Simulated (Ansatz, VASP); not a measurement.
# BaRe: VASP beside Ansatz

File POSCAR:

```
BaRe
1.0
    3.7890727395      0.0000000000      0.0000000000
    0.0000000000      3.7890727395      0.0000000000
    0.0000000000      0.0000000000      3.7890727395
Ba Re
1 1
Direct
    0.0000000000      0.0000000000      0.0000000000
    0.5000000000      0.5000000000      0.5000000000
```

Contents of INCAR.step1:

```
SYSTEM = BaRe
  PREC = Accurate
  ENCUT = 520
  ISMEAR = 0
  SIGMA = 0.05
  LREAL = .False.
  LASPH = .True.
  NELM = 60
  NBANDS = 16
  GGA = PE
  ALGO = Normal
  EDIFF = 1E-4
  LWAVE = .True.
  LCHARG = .False.
```

Contents of INCAR.step2:

```
SYSTEM = BaRe
  PREC = Accurate
  ENCUT = 520
  EDIFF = 1E-6
  ISMEAR = 0
  SIGMA = 0.05
  LREAL = .False.
  LASPH = .True.
  NELM = 60
  ALGO = Normal
  ISIF = 2
  LWAVE = .False.
  LCHARG = .True.
  METAGGA = R2SCAN
  LMIXTAU = .True.
  LELF = .True.
  LVHAR = .True.
  NBANDS = 16
  ISTART = 1
```

The input KPOINTS:

```
Automatic mesh
0
Gamma
  10 10 10
  0 0 0
```

Input for Ansatz:

```yaml
crystal:
  lattice:
    - [3.7890727395, 0.0, 0.0]
    - [0.0, 3.7890727395, 0.0]
    - [0.0, 0.0, 3.7890727395]
  atoms:
    - { symbol: Ba, position: [0.0, 0.0, 0.0] }
    - { symbol: Re, position: [0.5, 0.5, 0.5] }
basis:
  ecutwfc: 500
  ecutrho_ratio: 4
kpoints:
  mp_grid: { grid: [10, 10, 10] }
hamiltonian:
  xc: r2scan
scf:
  occupations: { method: gaussian, width: 0.05 }
output:
  forces: true
  stress: true
  eigenvalues: true
```

Alike in both runs: task single point; functional r2SCAN; k mesh 10 × 10 × 10; occupations gaussian, width 0.05 eV; no spin polarisation.

|  | VASP | Ansatz |
| --- | --- | --- |
| version | VASP 6.6.1 | Ansatz 0.2.0 |
| potentials or method | VASP PAW PBE potentials, release 64 (Ba_sv, Re), cutoff 520 eV | scalar-relativistic, plane waves, PAW |
| valence electrons in the cell | 17 | 25 |

```csv
,VASP,Ansatz,Ansatz less VASP
gap on the k mesh at the Fermi level (eV),none,none,-
pressure (GPa),-1.3,-2.7,-1.36
```

VASP's potentials were made for PBE, not for r2SCAN. A gap of «none» marks a metal or a gap that the smearing closes. VASP's potentials hold 17 valence electrons a cell and Ansatz's 25, so a difference there can come from the potentials and not from the codes.

Neither program's run includes spin-orbit coupling.
